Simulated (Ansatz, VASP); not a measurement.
## Ge: VASP beside Ansatz

```
Ge
1.0
     2.71047    0.00000    0.00000
     0.00000    2.71047    0.00000
     0.00000    0.00000    2.71047
Ge
1
Direct
  0.00000 0.00000 0.00000
```

Alike in both runs: functional PBEsol-based screened hybrid; k mesh 5 × 5 × 5; occupations fermi-dirac, width 0.05 eV; no spin polarisation.

```csv
,VASP,Ansatz
version,VASP 6.6.1,Ansatz 0.2.0
potentials or method,"VASP PAW PBE potentials, release 64 (Ge_d)",Ansatz PAW
plane-wave cutoff (eV),520,420
valence electrons in the cell,14,14
task,single point,band structure
```

```csv
,VASP,Ansatz,Ansatz less VASP
gap on the k mesh at the Fermi level (eV),none,none,-
pressure (GPa),-3.3,-3.4,-0.06
```

VASP's potentials were made for PBE, not for PBEsol-based screened hybrid. A gap of «none» marks a metal or a gap that the smearing closes.

The k mesh is coarse, so the values compare programs but aren't converged.
